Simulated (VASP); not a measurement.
# AlNi (Cmmm) in VASP: single point with r2SCAN

Aim: the single point of AlNi with r2SCAN.

Program: VASP 6.6.1. These are calculated values, not measurements. Logs are shortened: lines on timing, memory, paths and dates and some standing lists are left out, and cuts for length are marked.

**1. The cell of the first run**

The structure is orthorhombic, space group Cmmm (No. 65). The conventional cell has a = 3.438 Å, b = 4.045 Å, c = 2.870 Å, α = 90.00°, β = 90.00°, γ = 90.00°. Al (site symmetry mmm) has 8 Ni at 2.24 to 2.48 Å and 6 Al at 2.65 to 2.87 Å within 3.0 Å. Ni (site symmetry mmm) has 8 Al at 2.24 to 2.48 Å and 6 Ni at 2.65 to 2.87 Å within 3.0 Å.

**2. Single point, r2SCAN (strain -0.1500 x Voigt [0, 1, 0, 0, 0, 0])**

POSCAR

```
AlNi
1.0
    2.0223875470     -1.7188422041      0.0000000000
    2.0223875470      1.7188422041      0.0000000000
    0.0000000000      0.0000000000      2.8700173234
Al Ni
1 1
Direct
    0.0000000000      0.0000000000      0.0000000000
    0.5000000000      0.5000000000      0.5000000000
```

INCAR.step1

```
SYSTEM = AlNi
PREC     = Accurate       ! precision mode
ENCUT    = 520            ! plane-wave cutoff, eV
ISMEAR   = 0              ! smearing method
SIGMA    = 0.15           ! smearing width, eV
LREAL    = .FALSE.        ! projectors in reciprocal space
LASPH    = .TRUE.         ! aspherical terms in the spheres
NELM     = 80             ! most SCF steps
NBANDS   = 14             ! bands
GGA      = PE             ! functional
ALGO     = Normal         ! electronic algorithm
EDIFF    = 1E-4           ! SCF threshold, eV
LWAVE    = .TRUE.         ! write WAVECAR
LCHARG   = .FALSE.        ! write CHGCAR
```

INCAR.step2

```
SYSTEM = AlNi
PREC     = Accurate       ! precision mode
ENCUT    = 520            ! plane-wave cutoff, eV
EDIFF    = 1E-7           ! SCF threshold, eV
ISMEAR   = 0              ! smearing method
SIGMA    = 0.15           ! smearing width, eV
LREAL    = .FALSE.        ! projectors in reciprocal space
LASPH    = .TRUE.         ! aspherical terms in the spheres
NELM     = 80             ! most SCF steps
ALGO     = Normal         ! electronic algorithm
ISIF     = 2              ! what is computed and relaxed
LWAVE    = .FALSE.        ! write WAVECAR
LCHARG   = .FALSE.        ! write CHGCAR
METAGGA  = R2SCAN         ! meta-GGA
LMIXTAU  = .TRUE.       
NBANDS   = 14             ! bands
ISTART   = 1
```

KPOINTS

```
Automatic mesh
0
G
  20 20 20
  0 0 0
```

Potentials or basis: VASP PAW PBE potentials, release 64 (Al, Ni).

Started as:

```
$ cat potpaw_PBE.64/Al/POTCAR potpaw_PBE.64/Ni/POTCAR > POTCAR
$ cp INCAR.step1 INCAR
$ mpirun -np 1 vasp_std > vasp.out
$ cp INCAR.step2 INCAR
$ mpirun -np 1 vasp_std > vasp.out
```

OUTCAR:

```text
SYSTEM = AlNi
   PREC = Accurate
   ENCUT = 520
   EDIFF = 1E-7
   ISMEAR = 0
   LREAL = .FALSE.
   LASPH = .TRUE.
   NELM = 80
   ISIF = 2
   METAGGA = R2SCAN
   ISTART = 1

 ion  position               nearest neighbor table
   1  0.000  0.000  0.000-   2 2.24   2 2.24   2 2.24   2 2.24   2 2.48   2 2.48   2 2.48   2 2.48

   2  0.500  0.500  0.500-   1 2.24   1 2.24   1 2.24   1 2.24   1 2.48   1 2.48   1 2.48   1 2.48

  LATTYP: Found a base centered orthorhombic cell.
 ALAT       =     3.4376844082
 B/A-ratio  =     1.1765987257
 C/A-ratio  =     0.8348693430

  Lattice vectors:

 A1 = (  -2.0223875470,  -1.7188422041,   0.0000000000)
 A2 = (   2.0223875470,  -1.7188422041,   0.0000000000)
 A3 = (   0.0000000000,   0.0000000000,   2.8700173234)

Analysis of symmetry for initial positions (statically):
=====================================================================
 Subroutine PRICEL returns:
 Original cell was already a primitive cell.

 Routine SETGRP: Setting up the symmetry group for a
 base centered orthorhombic supercell.

 Subroutine GETGRP returns: Found  8 space group operations
 (whereof  8 operations were pure point group operations)
 out of a pool of  8 trial point group operations.

The static configuration has the point symmetry D_2h.

Analysis of symmetry for dynamics (positions and initial velocities):
=====================================================================
 Subroutine PRICEL returns:
 Original cell was already a primitive cell.

 Routine SETGRP: Setting up the symmetry group for a
 base centered orthorhombic supercell.

 Subroutine GETGRP returns: Found  8 space group operations
 (whereof  8 operations were pure point group operations)
 out of a pool of  8 trial point group operations.

The dynamic configuration has the point symmetry D_2h.

 Subroutine INISYM returns: Found  8 space group operations
 (whereof  8 operations are pure point group operations),
 and found     1 'primitive' translations

----------------------------------------------------------------------------------------

                                     Primitive cell

  volume of cell :      19.9533

  direct lattice vectors                    reciprocal lattice vectors
     2.022387547 -1.718842204  0.000000000     0.247232535 -0.290893486  0.000000000
     2.022387547  1.718842204  0.000000000     0.247232535  0.290893486  0.000000000
     0.000000000  0.000000000  2.870017323     0.000000000  0.000000000  0.348429953

  length of vectors
     2.654142030  2.654142030  2.870017323     0.381762945  0.381762945  0.348429953

  position of ions in fractional coordinates (direct lattice)
     0.000000000  0.000000000  0.000000000
     0.500000000  0.500000000  0.500000000

  ion indices of the primitive-cell ions
   primitive index   ion index
                 1           1
                 2           2

----------------------------------------------------------------------------------------

 KPOINTS: Automatic mesh

Automatic generation of k-mesh.
 Grid dimensions read from file:
 generate k-points for:   20   20   20

 Generating k-lattice:

  Cartesian coordinates                     Fractional coordinates (reciprocal lattice)
     0.012361627 -0.014544674  0.000000000     0.050000000  0.000000000  0.000000000
     0.012361627  0.014544674  0.000000000     0.000000000  0.050000000  0.000000000
     0.000000000  0.000000000  0.017421498     0.000000000  0.000000000  0.050000000

  Length of vectors
     0.019088147  0.019088147  0.017421498

  Shift w.r.t. Gamma in fractional coordinates (k-lattice)
     0.000000000  0.000000000  0.000000000

 Subroutine IBZKPT returns following result:
 ===========================================

 Found   1221 irreducible k-points:

 Following reciprocal coordinates:
            Coordinates               Weight
  0.000000  0.000000  0.000000      1.000000
  0.050000 -0.000000  0.000000      4.000000
  0.100000 -0.000000  0.000000      4.000000
  0.150000  0.000000  0.000000      4.000000
  0.200000 -0.000000  0.000000      4.000000
  0.250000  0.000000  0.000000      4.000000
[... 16 lines left out ...]
 -0.400000  0.050000  0.000000      4.000000
 -0.350000  0.050000  0.000000      4.000000
 [... further k-points ...]
   k-points           NKPTS =   1221   k-points in BZ     NKDIM =   1221   number of bands    NBANDS=     14
   number of dos      NEDOS =    301   number of ions     NIONS =      2
   total plane-waves  NPLWV =   9600
   dimension x,y,z NGX =    20 NGY =   20 NGZ =   24
   dimension x,y,z NGXF=    40 NGYF=   40 NGZF=   48
   ions per type =               1   1
   NGX,Y,Z   is equivalent  to a cutoff of  12.53, 12.53, 13.90 a.u.
   NGXF,Y,Z  is equivalent  to a cutoff of  25.05, 25.05, 27.80 a.u.
 SYSTEM =  AlNi
   PREC   = accura    normal or accurate (medium, high low for compatibility)
   ISTART =      1    job   : 0-new  1-cont  2-samecut
   ICHARG =      0    charge: 1-file 2-atom 10-const
   ISPIN  =      1    spin polarized calculation?
   LNONCOLLINEAR =      F non collinear calculations
   LSORBIT =      F    spin-orbit coupling
   LASPH  =      T    aspherical Exc in radial PAW
   ENCUT  =  520.0 eV  38.22 Ry    6.18 a.u.   4.93  4.93  5.34*2*pi/ulx,y,z
   NELM   =     80;   NELMIN=  2; NELMDL=  0     # of ELM steps
   EDIFF  = 0.1E-06   stopping-criterion for ELM
   LREAL  =      F    real-space projection
   EDIFFG = 0.1E-05   stopping-criterion for IOM
   NSW    =      0    number of steps for IOM
   IBRION =     -1    ionic relax: 0-MD 1-quasi-New 2-CG
   NFREE  =      0    steps in history (QN), initial steepest desc. (CG)
   ISIF   =      2    stress and relaxation
   ISYM   =      2    0-nonsym 1-usesym 2-fastsym
   POTIM  = 0.5000    time-step for ionic-motion
   TEBEG  =    0.0;   TEEND  =   0.0 temperature during run
   PSTRESS=    0.0 pullay stress
   NELECT =      13.0000    total number of electrons
   NUPDOWN=      -1.0000    fix difference up-down
   EMIN   =  10.00;   EMAX   =-10.00  energy-range for DOS
   EFERMI =   0.00;   METHOD = LEGACY
   ISMEAR =     0;   SIGMA  =   0.15  broadening in eV -4-tet -1-fermi 0-gaus
   EFERMI_NEDOS =   21; number of points for ismear=-14 and -15
   IALGO  =     38    algorithm
   IMIX   =      4    mixing-type and parameters
     AMIX     =   0.40;   BMIX     =  1.00
     AMIX_MAG =   1.60;   BMIX_MAG =  1.00
  volume/ion in A,a.u.               =       9.98        67.33
  Fermi-wavevector in a.u.,A,eV,Ry     =   1.419224  2.681945 27.404815  2.014197
  Thomas-Fermi vector in A             =   2.540267
   LORBIT       =      0    0 simple, 1 ext, 2 COOP (PROOUT), +10 PAW based schemes
   METAGGA = R2SCAN    functional components
   LHFCALC =     F    Hartree Fock is set to
   AEXX    =    0.0000 exact exchange contribution
   IVDW    =     0    specifies the selected vdW correction
   LEPSILON=     F    determine dielectric tensor
   LRPA    =     F    only Hartree local field effects (RPA)
 non-spin polarized calculation
 Gauss-broadening in eV      SIGMA  =   0.15
  energy-cutoff  :      520.00
  volume of cell :       19.95
 maximum number of plane-waves:       562
   NGX =  9   NGY =  9   NGZ = 11

 number of electron      13.0000005 magnetization

 Free energy of the ion-electron system (eV)
  ---------------------------------------------------
  ext. energy  EPLUGINS =         0.00000000
  ---------------------------------------------------
  free energy    TOTEN  =       -19.35685186 eV

  energy without entropy =      -19.34981788  energy(sigma->0) =      -19.35333487

 E-fermi :  12.5302     XC(G=0): -13.9912

 val. band max:       12.5254315900   @ k =  -0.4000   0.3000   0.2000
 cond. band min:      12.5348073720   @ k =   0.4500   0.2500   0.4000
 fundamental gap:      0.0093757820
 Fermi energy:        12.5302188190

 k-point     1 :       0.0000    0.0000    0.0000
  band No.  band energies     occupation
      1      -0.6588      2.00000
      2       7.9490      2.00000
      3       8.3182      2.00000
      4      10.0582      2.00000
      5      10.4573      2.00000
      6      10.5791      2.00000
      7      16.9434      0.00000
      8      20.4348      0.00000
      9      20.9761      0.00000
     10      21.2024      0.00000
     11      22.2048      0.00000
     12      31.2498      0.00000
     13      35.7101      0.00000
     14      36.2213      0.00000

 k-point     2 :       0.0500   -0.0000    0.0000
  band No.  band energies     occupation
      1      -0.5999      2.00000
      2       7.9652      2.00000
      3       8.3215      2.00000
      4      10.0401      2.00000
      5      10.4369      2.00000
      6      10.5616      2.00000
      7      17.0294      0.00000
      8      19.6862      0.00000
      9      20.8912      0.00000
     10      21.1369      0.00000
     11      23.0886      0.00000
     12      31.4300      0.00000
     13      34.5135      0.00000
     14      35.4353      0.00000

 k-point     3 :       0.1000   -0.0000    0.0000
  band No.  band energies     occupation
      1      -0.4236      2.00000
      2       8.0099      2.00000
      3       8.3276      2.00000
      4       9.9810      2.00000
      5      10.3801      2.00000
      6      10.5212      2.00000
      7      17.2802      0.00000
      8      18.2977      0.00000
      9      20.8041      0.00000
     10      21.3488      0.00000
     11      24.3052      0.00000
     12      31.8507      0.00000
     13      33.3335      0.00000
     14      33.9827      0.00000
[... 324 lines left out ...]
 k-point    23 :      -0.4000    0.0500    0.0000
  band No.  band energies     occupation
      1       3.0746      2.00000
      2       6.3279      2.00000
      3       8.6409      2.00000
      4       9.1525      2.00000
      5       9.8705      2.00000
      6      10.4426      2.00000
      7      12.2591      1.98942
      8      19.9934      0.00000
      9      21.2681      0.00000
     10      23.8043      0.00000
     11      25.8451      0.00000
     12      28.1372      0.00000
     13      29.2361      0.00000
     14      32.0160      0.00000

 k-point    24 :      -0.3500    0.0500    0.0000
  band No.  band energies     occupation
      1       2.2811      2.00000
      2       7.0510      2.00000
      3       8.5720      2.00000
      4       9.2541      2.00000
      5       9.9381      2.00000
      6      10.4370      2.00000
      7      12.6427      0.28897
      8      19.8346      0.00000
      9      20.4890      0.00000
     10      23.3870      0.00000
     11      26.9313      0.00000
     12      28.8339      0.00000
     13      29.5497      0.00000
     14      31.9235      0.00000

 [... further k-points ...]
[... 5 lines left out ...]
  --------------------------------------------------------------------------------------
  -------------------------------------------------------------------------------------
  Total        1.9781661      9.1776624      5.5198751      0.0000000      0.0000000      0.0000000
  in kB      158.8394715    736.9325794    443.2256975      0.0000000      0.0000000      0.0000000
  external PRESSURE =     446.3325828 kB  Pullay stress =       0.0000000 kB

 VOLUME and BASIS-vectors are now :
 -----------------------------------------------------------------------------
  energy-cutoff  :      520.00
  volume of cell :       19.95
      direct lattice vectors                 reciprocal lattice vectors
     2.022387547 -1.718842204  0.000000000     0.247232535 -0.290893486  0.000000000
     2.022387547  1.718842204  0.000000000     0.247232535  0.290893486  0.000000000
     0.000000000  0.000000000  2.870017323     0.000000000  0.000000000  0.348429953

 POSITION                                       TOTAL-FORCE (eV/Angst)
 -----------------------------------------------------------------------------------
      0.00000      0.00000      0.00000        -0.000000      0.000000      0.000000
      2.02239      0.00000      1.43501         0.000000     -0.000000      0.000000
 -----------------------------------------------------------------------------------
    total drift:                                0.000000      0.000000      0.000000

  FREE ENERGIE OF THE ION-ELECTRON SYSTEM (eV)
  ---------------------------------------------------
  free  energy   TOTEN  =       -19.3568518580 eV

  energy  without entropy=      -19.3498178841  energy(sigma->0) =      -19.35333487
```

It took 20 min on 1 thread of Intel Xeon Platinum 8259CL at 2.50GHz (Skylake/Cascade Lake), shared host; peak memory 0.44 GiB.

What came out:

```
Free energy : -19.3569 eV
Pressure    : 44.6 GPa
```

Stress tensor (GPa, compression positive):
```
15.88  0.00  0.00
 0.00 73.69  0.00
 0.00  0.00 44.32
```

Caveat: the cell differs from its parent crystal (strain -0.1500 x Voigt [0, 1, 0, 0, 0, 0]); the PAW data sets were made with another functional, which shifts forces and pressure a little.
